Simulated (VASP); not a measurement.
# NiO2 (P-3m1) in VASP: notebook

NiO2 is run at these levels: PBEsol; tasks: single point.

Everything below comes from runs of VASP 6.6.1. Logs are shortened: lines on timing, memory, paths and dates and some standing lists are left out, and cuts for length are marked.

### Step 1. The cell of the first run

Symmetry: P-3m1, No. 164, trigonal system. Conventional cell: a = 2.761 Å, b = 2.761 Å, c = 4.556 Å, α = 90.00°, β = 90.00°, γ = 120.00°. Ni (site symmetry -3m) has 6 O at 1.85 Å within 2.5 Å. O (site symmetry 3m) has 3 Ni at 1.85 Å and 3 O at 2.46 Å within 2.5 Å.

### Step 2. Single point, PBEsol, collinear spin, ferromagnetic start

Input file INCAR:

```
  PREC = Accurate
  ENCUT = 700
  EDIFF = 1E-6
  ISMEAR = -1
  SIGMA = 0.05
  LREAL = False
  LASPH = True
  NELM = 200
  ALGO = Normal
  ISIF = 2
  LWAVE = False
  LCHARG = False
  ISPIN = 2
  MAGMOM = 1 0 0
  LORBIT = 11
  LMAXMIX = 4
  GGA = PS
  NBANDS = 26
  GGA_COMPAT = False
```

Input file KPOINTS:

```
Automatic mesh
0
Gamma
  11 11 6
```

Input file POSCAR:

```
NiO2
1.0
    2.7609558516      0.0000000000      0.0000000000
   -1.3804779258      2.3910579062      0.0000000000
    0.0000000000      0.0000000000      4.5558562541
Ni O
1 2
Direct
    0.0000000000      0.0000000000      0.5000000000
    0.3333333333      0.6666666667      0.2939610000
    0.6666666667      0.3333333333      0.7060390000
```

Potentials or basis: VASP PAW PBE potentials, release 64 (Ni_sv_GW, O).

Started as:

```
$ cat potpaw_PBE.64/Ni_sv_GW/POTCAR potpaw_PBE.64/O/POTCAR > POTCAR
$ mpirun -np 1 vasp_std > vasp.out
```

OUTCAR:

```text
PREC = Accurate
   ENCUT = 700
   EDIFF = 1E-6
   ISMEAR = -1
   LREAL = False
   LASPH = True
   NELM = 200
   ISIF = 2
   ISPIN = 2
   LORBIT = 11
   GGA = PS

 ion  position               nearest neighbor table
   1  0.000  0.000  0.500-   2 1.85   3 1.85   2 1.85   3 1.85   3 1.85   2 1.85
   2  0.333  0.667  0.294-   1 1.85   1 1.85   1 1.85
   3  0.667  0.333  0.706-   1 1.85   1 1.85   1 1.85

  LATTYP: Found a hexagonal cell.
 ALAT       =     2.7609558516
 C/A-ratio  =     1.6501010878

  Lattice vectors:

 A1 = (   2.7609558516,   0.0000000000,   0.0000000000)
 A2 = (  -1.3804779258,   2.3910579062,   0.0000000000)
 A3 = (   0.0000000000,   0.0000000000,   4.5558562541)

Analysis of symmetry for initial positions (statically):
=====================================================================
 Subroutine PRICEL returns:
 Original cell was already a primitive cell.

 Routine SETGRP: Setting up the symmetry group for a
 hexagonal supercell.

 Subroutine GETGRP returns: Found 12 space group operations
 (whereof 12 operations were pure point group operations)
 out of a pool of 24 trial point group operations.

The static configuration has the point symmetry D_3d.

Analysis of symmetry for dynamics (positions and initial velocities):
=====================================================================
 Subroutine PRICEL returns:
 Original cell was already a primitive cell.

 Routine SETGRP: Setting up the symmetry group for a
 hexagonal supercell.

 Subroutine GETGRP returns: Found 12 space group operations
 (whereof 12 operations were pure point group operations)
 out of a pool of 24 trial point group operations.

The dynamic configuration has the point symmetry D_3d.

Analysis of structural, dynamic, and magnetic symmetry:
=====================================================================
 Subroutine PRICEL returns:
 Original cell was already a primitive cell.

 Routine SETGRP: Setting up the symmetry group for a
 hexagonal supercell.

 Subroutine GETGRP returns: Found 12 space group operations
 (whereof 12 operations were pure point group operations)
 out of a pool of 24 trial point group operations.

The overall configuration has the point symmetry D_3d.

 Subroutine INISYM returns: Found 12 space group operations
 (whereof 12 operations are pure point group operations),
 and found     1 'primitive' translations

----------------------------------------------------------------------------------------

[... 116 lines left out ...]
  Fermi-wavevector in a.u.,A,eV,Ry     =   1.635719  3.091061 36.403435  2.675577
  Thomas-Fermi vector in A             =   2.727145
   LORBIT       =     11    0 simple, 1 ext, 2 COOP (PROOUT), +10 PAW based schemes
   GGA     = PS    functional components
   LHFCALC =     F    Hartree Fock is set to
   AEXX    =    0.0000 exact exchange contribution
   IVDW    =     0    specifies the selected vdW correction
   LEPSILON=     F    determine dielectric tensor
   LRPA    =     F    only Hartree local field effects (RPA)
 spin polarized calculation
  energy-cutoff  :      700.00
  volume of cell :       30.08
 maximum number of plane-waves:      1296
   NGX = 11   NGY = 11   NGZ = 19

 number of electron      30.0000021 magnetization       0.0004970

 number of electron      30.0000021 magnetization      -0.0000028

 Free energy of the ion-electron system (eV)
  ---------------------------------------------------
  ext. energy  EPLUGINS =         0.00000000
  ---------------------------------------------------
  free energy    TOTEN  =       -19.77074923 eV

  energy without entropy =      -19.77074480  energy(sigma->0) =      -19.77074702

 E-fermi :   3.0821     XC(G=0): -11.4859

 val. band max:        2.5897297193   @ k =   0.0909   0.0909   0.5000
 cond. band min:       3.5124220162   @ k =   0.2727  -0.0000   0.3333
 fundamental gap:      0.9226922969
 Fermi energy:         3.0821416027

 spin component 1

 k-point     1 :       0.0000    0.0000    0.0000
  band No.  band energies     occupation
      1    -101.4485      1.00000
      2     -62.0203      1.00000
      3     -62.0203      1.00000
      4     -61.7646      1.00000
      5     -17.3893      1.00000
      6     -14.7177      1.00000
[... 685 lines left out ...]
     25      27.0896      0.00000
     26      28.2384      0.00000

 [... further k-points ...]

 spin component 2

 k-point     1 :       0.0000    0.0000    0.0000
  band No.  band energies     occupation
      1    -101.4485      1.00000
      2     -62.0203      1.00000
      3     -62.0203      1.00000
      4     -61.7646      1.00000
      5     -17.3893      1.00000
      6     -14.7178      1.00000
[... 685 lines left out ...]
     25      27.0903      0.00000
     26      28.2417      0.00000

 [... further k-points ...]
[... 5 lines left out ...]
  --------------------------------------------------------------------------------------
  -------------------------------------------------------------------------------------
  Total        0.9173641      0.9173641      0.2161888      0.0000000     -0.0000000      0.0000000
  in kB       48.8689209     48.8689209     11.5165992      0.0000000     -0.0000000      0.0000000
  external PRESSURE =      36.4181470 kB  Pullay stress =       0.0000000 kB

 VOLUME and BASIS-vectors are now :
 -----------------------------------------------------------------------------
  energy-cutoff  :      700.00
  volume of cell :       30.08
      direct lattice vectors                 reciprocal lattice vectors
     2.760955852  0.000000000  0.000000000     0.362193405  0.209112460  0.000000000
    -1.380477926  2.391057906  0.000000000     0.000000000  0.418224919  0.000000000
     0.000000000  0.000000000  4.555856254     0.000000000  0.000000000  0.219497707

 POSITION                                       TOTAL-FORCE (eV/Angst)
 -----------------------------------------------------------------------------------
      0.00000      0.00000      2.27793         0.000000      0.000000      0.000000
     -0.00000      1.59404      1.33924        -0.000000      0.000000     -0.130654
      1.38048      0.79702      3.21661         0.000000     -0.000000      0.130654
 -----------------------------------------------------------------------------------
    total drift:                               -0.000000      0.000000      0.000000

  FREE ENERGIE OF THE ION-ELECTRON SYSTEM (eV)
  ---------------------------------------------------
  free  energy   TOTEN  =       -19.7707492346 eV

  energy  without entropy=      -19.7707447962  energy(sigma->0) =      -19.77074702

 total charge

# of ion       s       p       d       f       tot
--------------------------------------------------
    1        2.247   6.501   7.646   0.032  16.427
    2        1.584   3.338   0.000   0.000   4.922
    3        1.584   3.338   0.000   0.000   4.922
--------------------------------------------------
tot          5.415  13.177   7.646   0.032  26.271

 magnetization (x)

# of ion       s       p       d       f       tot
--------------------------------------------------
    1        0.000   0.000  -0.000  -0.000  -0.000
    2        0.000   0.000   0.000   0.000   0.000
    3        0.000   0.000   0.000   0.000   0.000
--------------------------------------------------
tot          0.000   0.000  -0.000  -0.000  -0.000
```

OSZICAR:

```text
N       E                     dE             d eps       ncg     rms          rms(c)
DAV:   1     0.342482136231E+03    0.34248E+03   -0.21009E+04 14034   0.425E+03
DAV:   2    -0.859014875816E+01   -0.35107E+03   -0.32714E+03 13774   0.869E+02
DAV:   3    -0.326592394338E+02   -0.24069E+02   -0.23551E+02 14248   0.369E+02
DAV:   4    -0.334617176522E+02   -0.80248E+00   -0.79866E+00 14192   0.537E+01
DAV:   5    -0.334822683698E+02   -0.20551E-01   -0.20545E-01 13886   0.472E+00    0.302E+01
DAV:   6    -0.398233698146E+02   -0.63411E+01   -0.20914E+02 12080   0.636E+02    0.368E+01
DAV:   7    -0.197866254973E+02    0.20037E+02   -0.64566E+01 12734   0.548E+02    0.593E+00
DAV:   8    -0.198068275065E+02   -0.20202E-01   -0.27691E+00 13960   0.353E+01    0.298E+00
DAV:   9    -0.197706601448E+02    0.36167E-01   -0.88484E-02 15030   0.105E+01    0.933E-01
DAV:  10    -0.197705142021E+02    0.14594E-03   -0.65875E-03 13454   0.226E+00    0.242E-01
DAV:  11    -0.197708331812E+02   -0.31898E-03   -0.69925E-04 13620   0.677E-01    0.131E-01
DAV:  12    -0.197707296170E+02    0.10356E-03   -0.60127E-04 15270   0.134E+00    0.352E-02
DAV:  13    -0.197707463801E+02   -0.16763E-04   -0.44843E-05 13254   0.169E-01    0.137E-02
DAV:  14    -0.197707486934E+02   -0.23132E-05   -0.46282E-06 11656   0.110E-01    0.423E-03
DAV:  15    -0.197707492346E+02   -0.54122E-06   -0.36722E-07  7820   0.182E-02
   1 F= -.19770749E+02 E0= -.19770747E+02  d E =-.443841E-05  mag=    -0.0000
```

stdout:

```text
POSCAR found type information on POSCAR NiO
 POSCAR found :  2 types and       3 ions
 scaLAPACK will be used
 -----------------------------------------------------------------------------
|                                                                             |
|                                                                             |
|     You enforced a specific xc type in the INCAR file but a different       |
|     I HOPE YOU KNOW WHAT YOU ARE DOING!                                     |
|                                                                             |
 -----------------------------------------------------------------------------

 LDA part: xc-table for (Slater+PW92), standard interpolation
 POSCAR, INCAR and KPOINTS ok, starting setup
 FFT: planning ... GRIDC
 FFT: planning ... GRID_SOFT
 FFT: planning ... GRID
 WAVECAR not read
 entering main loop
```

Run time: 2.6 min. Hardware: 1 thread of Intel Xeon Platinum 8375C at 2.90GHz (Ice Lake), shared host; peak memory 0.31 GiB.

Results:

| Property | Result |
| --- | --- |
| Free energy | -19.7707 eV |
| Pressure | 3.6 GPa |
| Largest force | 0.131 eV/Å |
| Band gap on the k mesh | 0.92 eV (least direct gap 1.21 eV) |
| Net moment | 0.00 μB per cell |
| Valence electrons inside the program's atomic spheres | Ni 16.43; O 4.92 |

Forces in eV/Å, atoms in the order of the input:
```
Ni   0.000  0.000  0.000
O    0.000  0.000 -0.131
O    0.000  0.000  0.131
```

Caveat: the cell stands under pressure; the moments typed at the start vanished in this run; the PAW data sets were made with another functional, which shifts forces and pressure a little.

### Step 3. Single point, PBEsol, collinear spin, ferromagnetic start

This run uses another cell than the first one, of 10.86 Å³/atom.

Input file INCAR:

```
SYSTEM = NiO2
PREC     = Accurate       ! precision mode
ENCUT    = 700            ! plane-wave cutoff, eV
EDIFF    = 1E-6           ! SCF threshold, eV
ISMEAR   = -1             ! smearing method
SIGMA    = 0.05           ! smearing width, eV
LREAL    = .False.        ! projectors in reciprocal space
LASPH    = .True.         ! aspherical terms in the spheres
NELM     = 200            ! most SCF steps
ALGO     = Normal         ! electronic algorithm
ISIF     = 2              ! what is computed and relaxed
LWAVE    = .False.        ! write WAVECAR
LCHARG   = .False.        ! write CHGCAR
ISPIN    = 2              ! spin polarisation
MAGMOM   = 1 0 0          ! initial moments
LORBIT   = 11             ! projections on sites
LMAXMIX  = 4              ! l up to which the mixer works
GGA      = PS             ! functional
NBANDS   = 26             ! bands
GGA_COMPAT= .False.
```

Input file KPOINTS:

```
regular mesh
0
Gamma
  11 11 6
  0 0 0
```

Input file POSCAR:

```
NiO2
1.0
    2.8356121658      0.0000000000      0.0000000000
   -1.4178060829      2.4557121709      0.0000000000
    0.0000000000      0.0000000000      4.6790467194
Ni O
1 2
Direct
    0.0000000000      0.0000000000      0.5000000000
    0.3333333333      0.6666666667      0.2939610000
    0.6666666667      0.3333333333      0.7060390000
```

Potentials or basis: VASP PAW PBE potentials, release 64 (Ni_sv_GW, O).

Started as:

```
$ cat potpaw_PBE.64/Ni_sv_GW/POTCAR potpaw_PBE.64/O/POTCAR > POTCAR
$ mpirun -np 1 vasp_std > vasp.out
```

Run time: 2.7 min. Hardware: 1 thread of Intel Xeon Platinum 8259CL at 2.50GHz (Skylake/Cascade Lake), shared host; peak memory 0.32 GiB.

It converged, with:

| Item | Value |
| --- | --- |
| Free energy | -19.7159 eV |
| Pressure | -11.3 GPa |
| Largest force | 0.914 eV/Å |
| Band gap on the k mesh | 0.84 eV (least direct gap 1.08 eV) |
| Net moment | 0.00 μB per cell |
| Valence electrons inside the program's atomic spheres | Ni 16.30; O 4.87 |

Forces on the atoms (eV/Å):
```
Ni   0.000  0.000  0.000
O    0.000  0.000  0.914
O    0.000  0.000 -0.914
```

Stress tensor (GPa, compression positive):
```
-12.34   0.00   0.00
  0.00 -12.34   0.00
  0.00   0.00  -9.31
```

Levels at points of the mesh, in eV from the valence-band top:
Spin up:
| k point | band 13 | band 14 | band 15 | band 16 | band 17 | band 18 |
| --- | --- | --- | --- | --- | --- | --- |
| (0.00, 0.00, 0.00) | -1.04 | -0.70 | -0.39 | 2.08 | 2.08 | 7.27 |
| (0.00, 0.00, 0.50) | -1.07 | -1.07 | -0.11 | 2.12 | 2.12 | 9.22 |
Spin down:
```csv
k point,band 13,band 14,band 15,band 16,band 17,band 18
"(0.00, 0.00, 0.00)",-1.04,-0.70,-0.39,2.08,2.08,7.27
"(0.00, 0.00, 0.50)",-1.07,-1.07,-0.11,2.12,2.12,9.22
```

Caveat: the cell stands under tension; the moments typed at the start vanished in this run; the PAW data sets were made with another functional, which shifts forces and pressure a little. A k mesh can miss the band edges.
